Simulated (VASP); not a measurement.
# EuO (Fm-3m) in VASP: a series of runs

Runs on EuO. Level: PBE. Tasks: single point.

Program: VASP 6.6.1. These are calculated values, not measurements. Logs are shortened: lines on timing, memory, paths and dates and some standing lists are left out, and cuts for length are marked.

### 1 The cell of the first run

It takes space group Fm-3m (No. 225, cubic). The conventional cell has a = 5.061 Å, b = 5.061 Å, c = 5.061 Å, α = 90.00°, β = 90.00°, γ = 90.00°. Eu (site symmetry m-3m) has 6 O at 2.53 Å within 3.3 Å. Within 3.3 Å of O (site symmetry m-3m) lie 6 Eu at 2.53 Å.

### 2 Single point, PBE

The input, INCAR:

```
SYSTEM = EuO
ALGO = Normal
EDIFF = 1E-6
ENCUT = 600
GGA = PE
GGA_COMPAT = .False.
ISIF = 2
ISMEAR = 0
LASPH = .True.
LCHARG = .False.
LMAXMIX = 6
LREAL = .False.
LWAVE = .False.
NBANDS = 18
NELM = 200
PREC = Accurate
SIGMA = 0.05
```

The input, KPOINTS:

```
k-points
0
Gamma
  12 12 12
  0 0 0
```

The input, POSCAR:

```
EuO
1.0
    0.0000000000      2.5302957811      2.5302957811
    2.5302957811      0.0000000000      2.5302957811
    2.5302957811      2.5302957811      0.0000000000
Eu O
1 1
Direct
    0.0000000000      0.0000000000      0.0000000000
    0.5000000000      0.5000000000      0.5000000000
```

Potentials or basis: VASP PAW PBE potentials, release 64 (Eu, O).

Command:

```sh
cat potpaw_PBE.64/Eu/POTCAR potpaw_PBE.64/O/POTCAR > POTCAR
mpirun -np 1 vasp_std > vasp.out
```

OUTCAR:

```text
SYSTEM = EuO
   EDIFF = 1E-6
   ENCUT = 600
   GGA = PE
   ISIF = 2
   ISMEAR = 0
   LASPH = .True.
   LREAL = .False.
   NELM = 200
   PREC = Accurate

 ion  position               nearest neighbor table
   1  0.000  0.000  0.000-   2 2.53   2 2.53   2 2.53   2 2.53   2 2.53   2 2.53
   2  0.500  0.500  0.500-   1 2.53   1 2.53   1 2.53   1 2.53   1 2.53   1 2.53

  LATTYP: Found a face centered cubic cell.
 ALAT       =     5.0605915622

  Lattice vectors:

 A1 = (   0.0000000000,   2.5302957811,   2.5302957811)
 A2 = (   2.5302957811,   0.0000000000,   2.5302957811)
 A3 = (   2.5302957811,   2.5302957811,   0.0000000000)

Analysis of symmetry for initial positions (statically):
=====================================================================
 Subroutine PRICEL returns:
 Original cell was already a primitive cell.

 Routine SETGRP: Setting up the symmetry group for a
 face centered cubic supercell.

 Subroutine GETGRP returns: Found 48 space group operations
 (whereof 48 operations were pure point group operations)
 out of a pool of 48 trial point group operations.

The static configuration has the point symmetry O_h .

Analysis of symmetry for dynamics (positions and initial velocities):
=====================================================================
 Subroutine PRICEL returns:
 Original cell was already a primitive cell.

 Routine SETGRP: Setting up the symmetry group for a
 face centered cubic supercell.

 Subroutine GETGRP returns: Found 48 space group operations
 (whereof 48 operations were pure point group operations)
 out of a pool of 48 trial point group operations.

The dynamic configuration has the point symmetry O_h .

 Subroutine INISYM returns: Found 48 space group operations
 (whereof 48 operations are pure point group operations),
 and found     1 'primitive' translations

----------------------------------------------------------------------------------------

                                     Primitive cell

  volume of cell :      32.3999

  direct lattice vectors                    reciprocal lattice vectors
     0.000000000  2.530295781  2.530295781    -0.197605357  0.197605357  0.197605357
     2.530295781  0.000000000  2.530295781     0.197605357 -0.197605357  0.197605357
     2.530295781  2.530295781  0.000000000     0.197605357  0.197605357 -0.197605357

  length of vectors
     3.578378610  3.578378610  3.578378610     0.342262517  0.342262517  0.342262517

[... 79 lines left out ...]
   NELM   =    200;   NELMIN=  2; NELMDL= -5     # of ELM steps
   EDIFF  = 0.1E-05   stopping-criterion for ELM
   LREAL  =      F    real-space projection
   EDIFFG = 0.1E-04   stopping-criterion for IOM
   NSW    =      0    number of steps for IOM
   IBRION =     -1    ionic relax: 0-MD 1-quasi-New 2-CG
   NFREE  =      0    steps in history (QN), initial steepest desc. (CG)
   ISIF   =      2    stress and relaxation
   ISYM   =      2    0-nonsym 1-usesym 2-fastsym
   POTIM  = 0.5000    time-step for ionic-motion
   TEBEG  =    0.0;   TEEND  =   0.0 temperature during run
   PSTRESS=    0.0 pullay stress
   NELECT =      23.0000    total number of electrons
   NUPDOWN=      -1.0000    fix difference up-down
   EMIN   =  10.00;   EMAX   =-10.00  energy-range for DOS
   EFERMI =   0.00;   METHOD = LEGACY
   ISMEAR =     0;   SIGMA  =   0.05  broadening in eV -4-tet -1-fermi 0-gaus
   EFERMI_NEDOS =   21; number of points for ismear=-14 and -15
   IALGO  =     38    algorithm
   IMIX   =      4    mixing-type and parameters
     AMIX     =   0.40;   BMIX     =  1.00
     AMIX_MAG =   1.60;   BMIX_MAG =  1.00
  volume/ion in A,a.u.               =      16.20       109.32
  Fermi-wavevector in a.u.,A,eV,Ry     =   1.460392  2.759741 29.017760  2.132745
  Thomas-Fermi vector in A             =   2.576847
   LORBIT       =      0    0 simple, 1 ext, 2 COOP (PROOUT), +10 PAW based schemes
   GGA     = PE    functional components
   LHFCALC =     F    Hartree Fock is set to
   AEXX    =    0.0000 exact exchange contribution
   IVDW    =     0    specifies the selected vdW correction
   LEPSILON=     F    determine dielectric tensor
   LRPA    =     F    only Hartree local field effects (RPA)
 non-spin polarized calculation
 Gauss-broadening in eV      SIGMA  =   0.05
  energy-cutoff  :      600.00
  volume of cell :       32.40
 maximum number of plane-waves:      1106
 NGX is ok and might be reduce to    30
   NGX = 15   NGY = 15   NGZ = 15

 number of electron      22.9999999 magnetization

 Free energy of the ion-electron system (eV)
  ---------------------------------------------------
  ext. energy  EPLUGINS =         0.00000000
  ---------------------------------------------------
  free energy    TOTEN  =       -15.19310808 eV

  energy without entropy =      -15.15565543  energy(sigma->0) =      -15.17438175

 E-fermi :   4.8600     XC(G=0): -11.3080

 val. band max:        4.8589642423   @ k =   0.4167   0.3333   0.0833
 cond. band min:       4.8607589897   @ k =  -0.4167   0.2500   0.0000
 fundamental gap:      0.0017947474
 Fermi energy:         4.8600300250

 k-point     1 :       0.0000    0.0000    0.0000
  band No.  band energies     occupation
      1     -36.0507      2.00000
      2     -14.4945      2.00000
      3     -14.4945      2.00000
      4     -14.4945      2.00000
      5     -14.1334      2.00000
      6       0.8244      2.00000
[... 481 lines left out ...]
      5     -12.5532      2.00000
      6      -0.8692      2.00000
[... 10 lines left out ...]
     17       8.4388      0.00000
     18       9.9836      0.00000

 [... further k-points ...]

------------------------ aborting loop because EDIFF is reached ----------------------------------------

  FORCE on cell =-STRESS in cart. coord.  units (eV):
  Direction    XX          YY          ZZ          XY          YZ          ZX
  --------------------------------------------------------------------------------------
  -------------------------------------------------------------------------------------
  Total       -2.6979416     -2.6979416     -2.6979416      0.0000000      0.0000000     -0.0000000
  in kB     -133.4133402   -133.4133402   -133.4133402      0.0000000      0.0000000     -0.0000000
  external PRESSURE =    -133.4133402 kB  Pullay stress =       0.0000000 kB

 VOLUME and BASIS-vectors are now :
 -----------------------------------------------------------------------------
  energy-cutoff  :      600.00
  volume of cell :       32.40
      direct lattice vectors                 reciprocal lattice vectors
     0.000000000  2.530295781  2.530295781    -0.197605357  0.197605357  0.197605357
     2.530295781  0.000000000  2.530295781     0.197605357 -0.197605357  0.197605357
     2.530295781  2.530295781  0.000000000     0.197605357  0.197605357 -0.197605357

 POSITION                                       TOTAL-FORCE (eV/Angst)
 -----------------------------------------------------------------------------------
      0.00000      0.00000      0.00000        -0.000000      0.000000     -0.000000
      2.53030      2.53030      2.53030         0.000000     -0.000000      0.000000
 -----------------------------------------------------------------------------------
    total drift:                                0.000000      0.000000      0.000000

  FREE ENERGIE OF THE ION-ELECTRON SYSTEM (eV)
  ---------------------------------------------------
  free  energy   TOTEN  =       -15.1931080780 eV

  energy  without entropy=      -15.1556554281  energy(sigma->0) =      -15.17438175
```

OSZICAR:

```text
N       E                     dE             d eps       ncg     rms          rms(c)
DAV:   1     0.153493353203E+03    0.15349E+03   -0.98245E+03  3280   0.646E+03
DAV:   2     0.749111875011E+01   -0.14600E+03   -0.13581E+03  3372   0.375E+02
DAV:   3    -0.152990279660E+02   -0.22790E+02   -0.21981E+02  3850   0.164E+02
DAV:   4    -0.171125133631E+02   -0.18135E+01   -0.17223E+01  4952   0.369E+01
[... 22 lines left out ...]
DAV:  27    -0.151931089877E+02   -0.21970E-04   -0.44046E-04  5062   0.246E-01    0.230E-01
DAV:  28    -0.151931139864E+02   -0.49988E-05   -0.31067E-05  5028   0.619E-02    0.193E-01
DAV:  29    -0.151931108795E+02    0.31069E-05   -0.72331E-06  2778   0.582E-02    0.888E-02
DAV:  30    -0.151931083366E+02    0.25429E-05   -0.11961E-05  3384   0.513E-02    0.508E-02
DAV:  31    -0.151931080780E+02    0.25856E-06   -0.32288E-06  1824   0.278E-02
   1 F= -.15193108E+02 E0= -.15174382E+02  d E =-.374526E-01
```

Wall time 3.9 min (1 thread of Intel Xeon Platinum 8375C at 2.90GHz (Ice Lake), shared host); peak memory 0.22 GiB.

What came out:

```
Free energy            : -15.1931 eV
Pressure               : -13.3 GPa
Band gap on the k mesh : zero (an odd number of electrons rules out a gap without spin polarisation)
```

Caveat: the cell stands under tension; spin-orbit coupling is left out, which moves the levels of the heavy elements; an odd number of electrons without spin polarisation forces a metal; a magnetic or distorted state may lie lower; the run has no spin polarisation, though such a crystal can be magnetic; semilocal functionals describe open f shells poorly, which spoils levels, moments and volumes. Spin polarisation is off, so any magnetic state and its effect on volume and gap are missing.

### 3 Single point, PBE, collinear spin, ferromagnetic start (11.66 Å³/atom)

This run uses another cell than the first one, of 11.66 Å³/atom.

The input, INCAR:

```
  PREC = Accurate
  ENCUT = 600
  EDIFF = 1E-6
  ISMEAR = 0
  SIGMA = 0.05
  LREAL = False
  LASPH = True
  NELM = 200
  ALGO = Normal
  ISIF = 2
  LWAVE = False
  LCHARG = False
  ISPIN = 2
  MAGMOM = 6.93 0
  LORBIT = 11
  LMAXMIX = 6
  GGA = PE
  NBANDS = 22
  GGA_COMPAT = False
```

The input, KPOINTS:

```
Automatic mesh
0
Gamma
  12 12 12
```

The input, POSCAR:

```
EuO
1.0
    0.0000000000      2.2678559047      2.2678559047
    2.2678559047      0.0000000000      2.2678559047
    2.2678559047      2.2678559047      0.0000000000
Eu O
1 1
Direct
    0.0000000000      0.0000000000      0.0000000000
    0.5000000000      0.5000000000      0.5000000000
```

Potentials or basis: VASP PAW PBE potentials, release 64 (Eu, O).

Command:

```sh
cat potpaw_PBE.64/Eu/POTCAR potpaw_PBE.64/O/POTCAR > POTCAR
mpirun -np 1 vasp_std > vasp.out
```

It took 2.9 min on 1 thread of Intel Xeon Platinum 8375C at 2.90GHz (Ice Lake), shared host; peak memory 0.24 GiB.

Results (log left out):

```yaml
Free_energy: -20.6178 eV
Pressure: 67.9 GPa
Net_moment: 6.65 μB per cell
Site_moments: Eu +6.40; O -0.10 μB
Valence_electrons_inside_the_program's_atomic_spheres: Eu 15.19; O 5.13
```

Levels at points of the mesh, in eV from the Fermi level:
Spin up:
| k point | band 12 | band 13 | band 14 | band 15 | band 16 | band 17 | band 18 | band 19 |
| --- | --- | --- | --- | --- | --- | --- | --- | --- |
| (0.00, 0.00, 0.00) | -0.33 | 0.36 | 0.36 | 0.36 | 1.53 | 1.53 | 1.53 | 2.21 |
| (0.50, 0.00, 0.00) | -0.43 | -0.43 | -0.36 | -0.32 | 3.25 | 5.98 | 5.98 | 7.82 |
| (0.50, 0.50, 0.00) | -0.57 | -0.57 | -0.41 | 0.15 | 0.15 | 6.16 | 7.68 | 9.38 |
Spin down:
```tsv
k point	band 5	band 6	band 7	band 8	band 9	band 10	band 11	band 12
(0.00, 0.00, 0.00)	-17.04	-4.66	-4.66	-4.66	2.63	2.63	2.63	2.93
(0.50, 0.00, 0.00)	-15.17	-7.30	-6.60	-6.60	3.35	3.68	3.68	4.00
(0.50, 0.50, 0.00)	-18.25	-3.97	-3.97	-3.22	-1.61	3.85	3.89	4.09
```

Caveat: the cell stands under pressure; spin-orbit coupling is left out, which moves the levels of the heavy elements; a cell with one magnetic atom can't hold antiferromagnetic order, which such compounds often take; semilocal functionals describe open f shells poorly, which spoils levels, moments and volumes.

### 4 Single point, PBE, collinear spin, ferromagnetic start (12.31 Å³/atom)

This run uses another cell than the first one, of 12.31 Å³/atom.

The input, INCAR:

```
SYSTEM = EuO
  PREC = Accurate
  ENCUT = 600
  EDIFF = 1E-6
  ISMEAR = 0
  SIGMA = 0.05
  LREAL = .FALSE.
  LASPH = .TRUE.
  NELM = 200
  ALGO = Normal
  ISIF = 2
  LWAVE = .FALSE.
  LCHARG = .FALSE.
  ISPIN = 2
  MAGMOM = 6.99 0
  LORBIT = 11
  LMAXMIX = 6
  GGA = PE
  NBANDS = 22
  GGA_COMPAT = .FALSE.
```

The input, KPOINTS:

```
regular mesh
0
G
  12 12 12
  0 0 0
```

The input, POSCAR:

```
EuO
1.0
    0.0000000000      2.3090986576      2.3090986576
    2.3090986576      0.0000000000      2.3090986576
    2.3090986576      2.3090986576      0.0000000000
Eu O
1 1
Direct
    0.0000000000      0.0000000000      0.0000000000
    0.5000000000      0.5000000000      0.5000000000
```

Potentials or basis: VASP PAW PBE potentials, release 64 (Eu, O).

Command:

```sh
cat potpaw_PBE.64/Eu/POTCAR potpaw_PBE.64/O/POTCAR > POTCAR
mpirun -np 1 vasp_std > vasp.out
```

OUTCAR:

```text
SYSTEM = EuO
   PREC = Accurate
   ENCUT = 600
   EDIFF = 1E-6
   ISMEAR = 0
   LREAL = .FALSE.
   LASPH = .TRUE.
   NELM = 200
   ISIF = 2
   ISPIN = 2
   LORBIT = 11
   GGA = PE

 ion  position               nearest neighbor table
   1  0.000  0.000  0.000-   2 2.31   2 2.31   2 2.31   2 2.31   2 2.31   2 2.31
   2  0.500  0.500  0.500-   1 2.31   1 2.31   1 2.31   1 2.31   1 2.31   1 2.31

  LATTYP: Found a face centered cubic cell.
 ALAT       =     4.6181973152

  Lattice vectors:

 A1 = (   0.0000000000,   2.3090986576,   2.3090986576)
 A2 = (   2.3090986576,   0.0000000000,   2.3090986576)
 A3 = (   2.3090986576,   2.3090986576,   0.0000000000)

Analysis of symmetry for initial positions (statically):
=====================================================================
 Subroutine PRICEL returns:
 Original cell was already a primitive cell.

[... 802 lines left out ...]
      4     -10.2041      1.00000
      5     -10.2041      1.00000
      6       2.3703      1.00000
[... 589 lines left out ...]
     21      20.0576      0.00000
     22      21.9217      0.00000

 [... further k-points ...]

------------------------ aborting loop because EDIFF is reached ----------------------------------------

  FORCE on cell =-STRESS in cart. coord.  units (eV):
  Direction    XX          YY          ZZ          XY          YZ          ZX
  --------------------------------------------------------------------------------------
  -------------------------------------------------------------------------------------
  Total        7.7300656      7.7300656      7.7300656     -0.0000000      0.0000000     -0.0000000
  in kB      502.9633030    502.9633030    502.9633030     -0.0000000      0.0000000     -0.0000000
  external PRESSURE =     502.9633030 kB  Pullay stress =       0.0000000 kB

 VOLUME and BASIS-vectors are now :
 -----------------------------------------------------------------------------
  energy-cutoff  :      600.00
  volume of cell :       24.62
      direct lattice vectors                 reciprocal lattice vectors
     0.000000000  2.309098658  2.309098658    -0.216534706  0.216534706  0.216534706
     2.309098658  0.000000000  2.309098658     0.216534706 -0.216534706  0.216534706
     2.309098658  2.309098658  0.000000000     0.216534706  0.216534706 -0.216534706

 POSITION                                       TOTAL-FORCE (eV/Angst)
 -----------------------------------------------------------------------------------
      0.00000      0.00000      0.00000         0.000000     -0.000000      0.000000
      2.30910      2.30910      2.30910         0.000000      0.000000     -0.000000
 -----------------------------------------------------------------------------------
    total drift:                                0.000000      0.000000      0.000000

  FREE ENERGIE OF THE ION-ELECTRON SYSTEM (eV)
  ---------------------------------------------------
  free  energy   TOTEN  =       -21.0957519195 eV

  energy  without entropy=      -21.0942509145  energy(sigma->0) =      -21.09500142

 total charge

# of ion       s       p       d       f       tot
--------------------------------------------------
    1        2.052   5.816   0.724   6.509  15.101
    2        1.570   3.526   0.000   0.000   5.096
--------------------------------------------------
tot          3.622   9.342   0.724   6.509  20.197

 magnetization (x)

# of ion       s       p       d       f       tot
--------------------------------------------------
    1       -0.010  -0.091   0.177   6.369   6.445
    2       -0.006  -0.095   0.000   0.000  -0.101
--------------------------------------------------
tot         -0.016  -0.186   0.177   6.369   6.343
```

Wall time 3 min (1 thread of Intel Xeon Platinum 8375C at 2.90GHz (Ice Lake), shared host); peak memory 0.24 GiB.

Results:

| Property | Result |
| --- | --- |
| Free energy | -21.0958 eV |
| Pressure | 50.3 GPa |
| Net moment | 6.73 μB per cell |
| Site moments | Eu +6.45; O -0.10 μB |
| Valence electrons inside the program's atomic spheres | Eu 15.10; O 5.10 |

Caveat: the cell stands under pressure; spin-orbit coupling is left out, which moves the levels of the heavy elements; a cell with one magnetic atom can't hold antiferromagnetic order, which such compounds often take; semilocal functionals describe open f shells poorly, which spoils levels, moments and volumes.

### 5 Single point, PBE, collinear spin, ferromagnetic start (12.96 Å³/atom)

This run uses another cell than the first one, of 12.96 Å³/atom.

The input, INCAR:

```
SYSTEM = EuO
  PREC = Accurate
  ENCUT = 600
  EDIFF = 1E-6
  ISMEAR = 0
  SIGMA = 0.05
  LREAL = .False.
  LASPH = .True.
  NELM = 200
  ALGO = Normal
  ISIF = 2
  LWAVE = .False.
  LCHARG = .True.
  ISPIN = 2
  MAGMOM = 7.06 0
  LORBIT = 11
  LMAXMIX = 6
  GGA = PE
  LELF = .True.
  LVHAR = .True.
  NBANDS = 22
  GGA_COMPAT = .False.
```

The input, KPOINTS:

```
Automatic mesh
0
Gamma
  12 12 12
  0 0 0
```

The input, POSCAR:

```
EuO
1.0
    0.0000000000      2.3489185287      2.3489185287
    2.3489185287      0.0000000000      2.3489185287
    2.3489185287      2.3489185287      0.0000000000
Eu O
1 1
Direct
    0.0000000000      0.0000000000      0.0000000000
    0.5000000000      0.5000000000      0.5000000000
```

Command:

```sh
cat potpaw_PBE.64/Eu/POTCAR potpaw_PBE.64/O/POTCAR > POTCAR
mpirun -np 1 vasp_std > vasp.out
```

Run time: 3 min. Hardware: 1 thread of Intel Xeon Platinum 8375C at 2.90GHz (Ice Lake), shared host; peak memory 0.25 GiB.

It converged, with:

| Property | Result |
| --- | --- |
| Free energy | -21.4436 eV |
| Pressure | 36.2 GPa |
| Net moment | 6.76 μB per cell |
| Site moments | Eu +6.47; O -0.10 μB |
| Valence electrons inside the program's atomic spheres | Eu 15.03; O 5.07 |

Levels at points of the mesh, in eV from the Fermi level:
Spin up:
```
           k point  band 12  band 13  band 14  band 15  band 16  band 17  band 18  band 19
(0.00, 0.00, 0.00)    -0.31     0.24     0.24     0.24     1.29     1.57     1.57     1.57
(0.50, 0.00, 0.00)    -0.38    -0.38    -0.34    -0.30     2.92     5.46     5.46     6.82
(0.50, 0.50, 0.00)    -0.51    -0.51    -0.37     0.06     0.06     5.21     7.07     8.48
```
Spin down:
```
           k point  band 6  band 7  band 8  band 9  band 10  band 11
(0.00, 0.00, 0.00)   -4.43   -4.43   -4.43    2.44     2.68     2.68
(0.50, 0.00, 0.00)   -6.88   -6.07   -6.07    3.47     3.70     3.84
(0.50, 0.50, 0.00)   -3.99   -3.99   -3.54   -1.16     3.98     3.99
```

Caveat: the cell stands under pressure; spin-orbit coupling is left out, which moves the levels of the heavy elements; a cell with one magnetic atom can't hold antiferromagnetic order, which such compounds often take; semilocal functionals describe open f shells poorly, which spoils levels, moments and volumes.

(Continued in part 2 of 2.)

The gap in the log of VASP goes by the Fermi energy; the results here count the filled bands.